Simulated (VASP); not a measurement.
# Ti (P6/mmm) in VASP: further runs

Ti is run at these levels: r2SCAN; tasks: single point.

All numbers are computed with VASP 6.6.1; they aren't measurements. Logs are shortened: lines on timing, memory, paths and dates and some standing lists are left out, and cuts for length are marked.

## Step 1: The cell of the first run

It takes space group P6/mmm (No. 191, hexagonal). The conventional cell has a = 4.631 Å, b = 4.631 Å, c = 2.749 Å, α = 90.00°, β = 90.00°, γ = 120.00°. Ti (site symmetry 6/mmm) has 14 Ti at 2.75 to 3.01 Å within 3.6 Å. Ti (site symmetry -6m2) has 11 Ti at 2.67 to 3.01 Å within 3.5 Å.

This isn't the form of Ti at room conditions, which is hcp.

## Step 2: Single point, r2SCAN

Contents of POSCAR:

```
Ti
1.0
    4.6306051280      0.0000000000      0.0000000000
   -2.3153025640      4.0102216758      0.0000000000
    0.0000000000      0.0000000000      2.7487299652
Ti
3
Direct
    0.0000000000      0.0000000000      0.0000000000
    0.3333333333      0.6666666667      0.5000000000
    0.6666666667      0.3333333333      0.5000000000
```

Contents of INCAR.step1:

```
  ALGO = Normal
  EDIFF = 1E-4
  ENCUT = 520
  GGA = PE
  ISMEAR = 0
  LASPH = T
  LCHARG = F
  LREAL = F
  LWAVE = T
  NBANDS = 25
  NELM = 80
  PREC = Accurate
  SIGMA = 0.15
```

Contents of INCAR.step2:

```
  ALGO = Normal
  EDIFF = 1E-6
  ENCUT = 520
  ISIF = 2
  ISMEAR = 0
  ISTART = 1
  LASPH = T
  LCHARG = F
  LMIXTAU = T
  LREAL = F
  LWAVE = F
  METAGGA = R2SCAN
  NBANDS = 25
  NELM = 80
  PREC = Accurate
  SIGMA = 0.15
```

Contents of KPOINTS:

```
k-points
0
Gamma
  12 12 18
```

Potentials or basis: VASP PAW PBE potentials, release 64 (Ti_sv).

The run is started by

```console
> cat potpaw_PBE.64/Ti_sv/POTCAR > POTCAR
> cp INCAR.step1 INCAR
> mpirun -np 1 vasp_std > vasp.out
> cp INCAR.step2 INCAR
> mpirun -np 1 vasp_std > vasp.out
```

OUTCAR:

```text
EDIFF = 1E-6
   ENCUT = 520
   ISIF = 2
   ISMEAR = 0
   ISTART = 1
   LASPH = T
   LREAL = F
   METAGGA = R2SCAN
   NELM = 80
   PREC = Accurate

 ion  position               nearest neighbor table
   1  0.000  0.000  0.000-
   2  0.333  0.667  0.500-   3 2.67   3 2.67   3 2.67
   3  0.667  0.333  0.500-   2 2.67   2 2.67   2 2.67

  LATTYP: Found a hexagonal cell.
 ALAT       =     4.6306051280
 C/A-ratio  =     0.5936005963

  Lattice vectors:

 A1 = (   4.6306051280,   0.0000000000,   0.0000000000)
 A2 = (  -2.3153025640,   4.0102216758,   0.0000000000)
 A3 = (   0.0000000000,   0.0000000000,   2.7487299652)

Analysis of symmetry for initial positions (statically):
=====================================================================
 Subroutine PRICEL returns:
 Original cell was already a primitive cell.

 Routine SETGRP: Setting up the symmetry group for a
 hexagonal supercell.

 Subroutine GETGRP returns: Found 24 space group operations
 (whereof 24 operations were pure point group operations)
 out of a pool of 24 trial point group operations.

The static configuration has the point symmetry D_6h.

Analysis of symmetry for dynamics (positions and initial velocities):
=====================================================================
 Subroutine PRICEL returns:
 Original cell was already a primitive cell.

 Routine SETGRP: Setting up the symmetry group for a
 hexagonal supercell.

 Subroutine GETGRP returns: Found 24 space group operations
 (whereof 24 operations were pure point group operations)
 out of a pool of 24 trial point group operations.

The dynamic configuration has the point symmetry D_6h.

 Subroutine INISYM returns: Found 24 space group operations
 (whereof 24 operations are pure point group operations),
 and found     1 'primitive' translations

----------------------------------------------------------------------------------------

                                     Primitive cell

  volume of cell :      51.0432

  direct lattice vectors                    reciprocal lattice vectors
     4.630605128  0.000000000  0.000000000     0.215954497  0.124681387  0.000000000
    -2.315302564  4.010221676  0.000000000     0.000000000  0.249362774  0.000000000
     0.000000000  0.000000000  2.748729965     0.000000000  0.000000000  0.363804380

  length of vectors
     4.630605128  4.630605128  2.748729965     0.249362774  0.249362774  0.363804380

  position of ions in fractional coordinates (direct lattice)
     0.000000000  0.000000000  0.000000000
     0.333333333  0.666666667  0.500000000
     0.666666667  0.333333333  0.500000000

  ion indices of the primitive-cell ions
   primitive index   ion index
                 1           1
                 2           2
                 3           3

----------------------------------------------------------------------------------------

 KPOINTS: k-points

Automatic generation of k-mesh.
 Grid dimensions read from file:
 generate k-points for:   12   12   18

 Generating k-lattice:

  Cartesian coordinates                     Fractional coordinates (reciprocal lattice)
     0.017996208  0.010390116  0.000000000     0.083333333  0.000000000  0.000000000
     0.000000000  0.020780231  0.000000000     0.000000000  0.083333333  0.000000000
     0.000000000  0.000000000  0.020211354     0.000000000  0.000000000  0.055555556

  Length of vectors
     0.020780231  0.020780231  0.020211354

  Shift w.r.t. Gamma in fractional coordinates (k-lattice)
     0.000000000  0.000000000  0.000000000

 Subroutine IBZKPT returns following result:
 ===========================================

 Found    190 irreducible k-points:

 Following reciprocal coordinates:
            Coordinates               Weight
  0.000000  0.000000  0.000000      1.000000
  0.083333  0.000000  0.000000      6.000000
  0.166667  0.000000  0.000000      6.000000
  0.250000  0.000000  0.000000      6.000000
  0.333333  0.000000  0.000000      6.000000
  0.416667  0.000000  0.000000      6.000000
[... 16 lines left out ...]
  0.250000  0.000000  0.055556     12.000000
  0.333333  0.000000  0.055556     12.000000
 [... further k-points ...]
   k-points           NKPTS =    190   k-points in BZ     NKDIM =    190   number of bands    NBANDS=     25
   number of dos      NEDOS =    301   number of ions     NIONS =      3
   total plane-waves  NPLWV =  25920
   dimension x,y,z NGX =    36 NGY =   36 NGZ =   20
   dimension x,y,z NGXF=    72 NGYF=   72 NGZF=   40
   ions per type =               3
   NGX,Y,Z   is equivalent  to a cutoff of  12.92, 12.92, 12.10 a.u.
   NGXF,Y,Z  is equivalent  to a cutoff of  25.85, 25.85, 24.19 a.u.
 SYSTEM =  unknown system
   PREC   = accura    normal or accurate (medium, high low for compatibility)
   ISTART =      1    job   : 0-new  1-cont  2-samecut
   ICHARG =      0    charge: 1-file 2-atom 10-const
   ISPIN  =      1    spin polarized calculation?
   LNONCOLLINEAR =      F non collinear calculations
   LSORBIT =      F    spin-orbit coupling
   LASPH  =      T    aspherical Exc in radial PAW
   ENCUT  =  520.0 eV  38.22 Ry    6.18 a.u.   8.61  8.61  5.11*2*pi/ulx,y,z
   NELM   =     80;   NELMIN=  2; NELMDL=  0     # of ELM steps
   EDIFF  = 0.1E-05   stopping-criterion for ELM
   LREAL  =      F    real-space projection
   EDIFFG = 0.1E-04   stopping-criterion for IOM
   NSW    =      0    number of steps for IOM
   IBRION =     -1    ionic relax: 0-MD 1-quasi-New 2-CG
   NFREE  =      0    steps in history (QN), initial steepest desc. (CG)
   ISIF   =      2    stress and relaxation
   ISYM   =      2    0-nonsym 1-usesym 2-fastsym
   POTIM  = 0.5000    time-step for ionic-motion
   TEBEG  =    0.0;   TEEND  =   0.0 temperature during run
   PSTRESS=    0.0 pullay stress
   NELECT =      36.0000    total number of electrons
   NUPDOWN=      -1.0000    fix difference up-down
   EMIN   =  10.00;   EMAX   =-10.00  energy-range for DOS
   EFERMI =   0.00;   METHOD = LEGACY
   ISMEAR =     0;   SIGMA  =   0.15  broadening in eV -4-tet -1-fermi 0-gaus
   EFERMI_NEDOS =   21; number of points for ismear=-14 and -15
   IALGO  =     38    algorithm
   IMIX   =      4    mixing-type and parameters
     AMIX     =   0.40;   BMIX     =  1.00
     AMIX_MAG =   1.60;   BMIX_MAG =  1.00
  volume/ion in A,a.u.               =      17.01       114.82
  Fermi-wavevector in a.u.,A,eV,Ry     =   1.457235  2.753775 28.892432  2.123534
  Thomas-Fermi vector in A             =   2.574060
   LORBIT       =      0    0 simple, 1 ext, 2 COOP (PROOUT), +10 PAW based schemes
   METAGGA = R2SCAN    functional components
   LHFCALC =     F    Hartree Fock is set to
   AEXX    =    0.0000 exact exchange contribution
   IVDW    =     0    specifies the selected vdW correction
   LEPSILON=     F    determine dielectric tensor
   LRPA    =     F    only Hartree local field effects (RPA)
 non-spin polarized calculation
 Gauss-broadening in eV      SIGMA  =   0.15
  energy-cutoff  :      520.00
  volume of cell :       51.04
 maximum number of plane-waves:      1402
 NGX is ok and might be reduce to    36

 number of electron      36.0000001 magnetization

 Free energy of the ion-electron system (eV)
  ---------------------------------------------------
  ext. energy  EPLUGINS =         0.00000000
  ---------------------------------------------------
  free energy    TOTEN  =       -38.87347373 eV

  energy without entropy =      -38.84897966  energy(sigma->0) =      -38.86122670

 E-fermi :   8.4347     XC(G=0): -12.5058

 val. band max:        8.4327033439   @ k =   0.3333   0.0833   0.0556
 cond. band min:       8.4407327595   @ k =   0.2500   0.0000   0.0000
 fundamental gap:      0.0080294157
 Fermi energy:         8.4347323058

 k-point     1 :       0.0000    0.0000    0.0000
  band No.  band energies     occupation
      1     -50.7328      2.00000
      2     -50.5042      2.00000
      3     -50.3608      2.00000
      4     -25.9959      2.00000
      5     -25.9958      2.00000
      6     -25.9198      2.00000
[... 17 lines left out ...]
     24      10.7000      0.00000
     25      10.8355      0.00000

 k-point     2 :       0.0833    0.0000    0.0000
  band No.  band energies     occupation
      1     -50.7316      2.00000
      2     -50.5029      2.00000
      3     -50.3633      2.00000
      4     -26.0264      2.00000
      5     -26.0208      2.00000
      6     -25.8881      2.00000
[... 17 lines left out ...]
     24      10.5658      0.00000
     25      11.0129      0.00000

 k-point     3 :       0.1667    0.0000    0.0000
  band No.  band energies     occupation
      1     -50.7286      2.00000
      2     -50.4990      2.00000
      3     -50.3704      2.00000
      4     -26.0738      2.00000
      5     -26.0458      2.00000
      6     -25.8375      2.00000
[... 17 lines left out ...]
     24      10.4539      0.00000
     25      11.2378      0.00000

 k-point     4 :       0.2500    0.0000    0.0000
  band No.  band energies     occupation
      1     -50.7245      2.00000
      2     -50.4924      2.00000
      3     -50.3815      2.00000
      4     -26.1165      2.00000
      5     -26.0481      2.00000
      6     -25.7901      2.00000
[... 17 lines left out ...]
     24      10.4257      0.00000
     25      11.4706      0.00000
[... 477 lines left out ...]
 k-point    22 :       0.1667    0.0000    0.0556
  band No.  band energies     occupation
      1     -50.7259      2.00000
      2     -50.4970      2.00000
      3     -50.3681      2.00000
      4     -26.0691      2.00000
      5     -26.0418      2.00000
      6     -25.8361      2.00000
[... 17 lines left out ...]
     24      10.4171      0.00000
     25      11.2628      0.00000

 k-point    23 :       0.2500    0.0000    0.0556
  band No.  band energies     occupation
      1     -50.7219      2.00000
      2     -50.4903      2.00000
      3     -50.3792      2.00000
      4     -26.1114      2.00000
      5     -26.0444      2.00000
      6     -25.7896      2.00000
[... 17 lines left out ...]
     24      10.3810      0.00000
     25      11.5083      0.00000

 k-point    24 :       0.3333    0.0000    0.0556
  band No.  band energies     occupation
      1     -50.7180      2.00000
      2     -50.4811      2.00000
      3     -50.3926      2.00000
      4     -26.1442      2.00000
      5     -26.0228      2.00000
      6     -25.7522      2.00000
[... 17 lines left out ...]
     24      10.6890      0.00000
     25      11.4832      0.00000

 [... further k-points ...]

------------------------ aborting loop because EDIFF is reached ----------------------------------------

  FORCE on cell =-STRESS in cart. coord.  units (eV):
  Direction    XX          YY          ZZ          XY          YZ          ZX
  --------------------------------------------------------------------------------------
  -------------------------------------------------------------------------------------
  Total       -0.7156945     -0.7156945      2.1127648      0.0000000     -0.0000000      0.0000000
  in kB      -22.4646714    -22.4646714     66.3167946      0.0000000     -0.0000000      0.0000000
  external PRESSURE =       7.1291506 kB  Pullay stress =       0.0000000 kB

 VOLUME and BASIS-vectors are now :
 -----------------------------------------------------------------------------
  energy-cutoff  :      520.00
  volume of cell :       51.04
      direct lattice vectors                 reciprocal lattice vectors
     4.630605128  0.000000000  0.000000000     0.215954497  0.124681387  0.000000000
    -2.315302564  4.010221676  0.000000000     0.000000000  0.249362774  0.000000000
     0.000000000  0.000000000  2.748729965     0.000000000  0.000000000  0.363804380

 POSITION                                       TOTAL-FORCE (eV/Angst)
 -----------------------------------------------------------------------------------
      0.00000      0.00000      0.00000        -0.000000      0.000000     -0.000000
     -0.00000      2.67348      1.37436        -0.000000      0.000000      0.000000
      2.31530      1.33674      1.37436         0.000000      0.000000     -0.000000
 -----------------------------------------------------------------------------------
    total drift:                                0.000000      0.000000     -0.000000

  FREE ENERGIE OF THE ION-ELECTRON SYSTEM (eV)
  ---------------------------------------------------
  free  energy   TOTEN  =       -38.8734737315 eV

  energy  without entropy=      -38.8489796635  energy(sigma->0) =      -38.86122670
```

It took 5.5 min on 1 thread of Intel Xeon 6975P-C (Granite Rapids), shared host; peak memory 0.3 GiB.

What came out:

```yaml
Free_energy: -38.8735 eV
Pressure: 0.7 GPa
Band_gap_on_the_k_mesh: zero (bands 18 and 19 overlap by 0.26 eV)
```

Caveat: the stress differs along the axes, from -2 to 7 GPa; the PAW data sets were made with another functional, which shifts forces and pressure a little.

## Step 3: Single point, r2SCAN

This run uses another cell than the first one, of the same volume but with other edges.

Contents of POSCAR:

```
Ti
1.0
    4.4943310557      0.0000000000      0.0000000000
   -2.2471655278      3.8922048672      0.0000000000
    0.0000000000      0.0000000000      2.9179473691
Ti
3
Direct
    0.0000000000      0.0000000000      0.0000000000
    0.3333333333      0.6666666667      0.5000000000
    0.6666666667      0.3333333333      0.5000000000
```

Contents of INCAR.step1:

```
ALGO = Normal ; EDIFF = 1E-4
ENCUT = 520 ; GGA = PE
ISMEAR = 0 ; LASPH = T
LCHARG = F ; LREAL = F
LWAVE = T ; NBANDS = 25
NELM = 80 ; PREC = Accurate
SIGMA = 0.15
```

Contents of INCAR.step2:

```
ALGO = Normal ; EDIFF = 1E-6
ENCUT = 520 ; ISIF = 2
ISMEAR = 0 ; ISTART = 1
LASPH = T ; LCHARG = F
LMIXTAU = T ; LREAL = F
LWAVE = F ; METAGGA = R2SCAN
NBANDS = 25 ; NELM = 80
PREC = Accurate ; SIGMA = 0.15
```

KPOINTS is that of step 2.

Potentials or basis: VASP PAW PBE potentials, release 64 (Ti_sv).

The run is started by

```console
> cat potpaw_PBE.64/Ti_sv/POTCAR > POTCAR
> cp INCAR.step1 INCAR
> mpirun -np 1 vasp_std > vasp.out
> cp INCAR.step2 INCAR
> mpirun -np 1 vasp_std > vasp.out
```

It took 6.3 min on 1 thread of Intel Xeon 6975P-C (Granite Rapids), shared host; peak memory 0.31 GiB.

Results (log left out):

- Free energy: -38.8611 eV
- Pressure: 0.2 GPa
- Band gap on the k mesh: zero (bands 18 and 19 overlap by 0.44 eV)

Stress tensor (GPa, compression positive):
```
 3.42  0.00  0.00
 0.00  3.42  0.00
 0.00  0.00 -6.12
```

Levels at points of the mesh, in eV from the Fermi level:
```
           k point  band 14  band 15  band 16  band 17  band 18  band 19  band 20  band 21  band 22  band 23
(0.00, 0.00, 0.00)    -2.14    -0.75    -0.75    -0.73    -0.73     0.27     1.07     1.45     1.45     1.65
(0.50, 0.00, 0.00)    -3.82    -2.79    -0.46    -0.29    -0.26     0.17     0.73     0.84     1.16     1.73
(0.00, 0.00, 0.50)    -2.28    -2.23    -2.23    -1.84    -1.84     1.28     1.28     1.30     1.30     3.20
(0.50, 0.00, 0.50)    -2.31    -1.79    -1.31    -1.03    -0.95     0.46     0.77     0.81     1.09     2.37
```

Caveat: the stress differs along the axes, from -6 to 3 GPa; the PAW data sets were made with another functional, which shifts forces and pressure a little.

## Step 4: Single point, r2SCAN

This run uses another cell than the first one, of the same volume but with other edges.

Contents of POSCAR:

```
Ti
1.0
    4.6967655685      0.0000000000      0.0000000000
   -2.3483827842      4.0675182979      0.0000000000
    0.0000000000      0.0000000000      2.6718360571
Ti
3
Direct
    0.0000000000      0.0000000000      0.0000000000
    0.3333333333      0.6666666667      0.5000000000
    0.6666666667      0.3333333333      0.5000000000
```

Contents of INCAR.step1:

```
PREC = Accurate ; ENCUT = 520
ISMEAR = 0 ; SIGMA = 0.15
LREAL = False ; LASPH = True
NELM = 60 ; NBANDS = 25
GGA = PE ; ALGO = Normal
EDIFF = 1E-4 ; LWAVE = True
LCHARG = False
```

Contents of INCAR.step2:

```
PREC = Accurate ; ENCUT = 520
EDIFF = 1E-7 ; ISMEAR = 0
SIGMA = 0.15 ; LREAL = False
LASPH = True ; NELM = 60
ALGO = Normal ; ISIF = 2
LWAVE = False ; LCHARG = False
METAGGA = R2SCAN ; LMIXTAU = True
NBANDS = 25 ; ISTART = 1
```

Contents of KPOINTS:

```
regular mesh
0
Gamma
  12 12 18
```

The run is started by

```console
> cat potpaw_PBE.64/Ti_sv/POTCAR > POTCAR
> cp INCAR.step1 INCAR
> mpirun -np 1 vasp_std > vasp.out
> cp INCAR.step2 INCAR
> mpirun -np 1 vasp_std > vasp.out
```

It took 50 min on 1 thread of Oxide Virtual Turin-like, shared host; peak memory 0.28 GiB.

Results (log left out):

```yaml
Free_energy: -38.7525 eV
Pressure: 1.2 GPa
Band_gap_on_the_k_mesh: zero (bands 18 and 19 overlap by 0.38 eV)
```

Stress tensor (GPa, compression positive):
```
-4.54  0.00  0.00
 0.00 -4.54  0.00
 0.00  0.00 12.72
```

Levels at points of the mesh, in eV from the Fermi level:
```tsv
k point	band 15	band 16	band 17	band 18	band 19	band 20	band 21	band 22
(0.00, 0.00, 0.00)	-0.80	-0.80	-0.78	-0.78	-0.33	0.43	1.48	1.48
(0.50, 0.00, 0.00)	-2.67	-0.47	-0.44	-0.30	0.03	0.31	0.66	1.98
(0.00, 0.00, 0.50)	-1.81	-1.63	-1.63	-1.34	0.93	0.93	1.66	1.66
(0.50, 0.00, 0.50)	-1.82	-1.18	-0.63	-0.18	0.51	1.23	1.31	1.38
```

Caveat: the stress differs along the axes, from -5 to 13 GPa; the PAW data sets were made with another functional, which shifts forces and pressure a little.

(Part 1 of 2 ends here.)
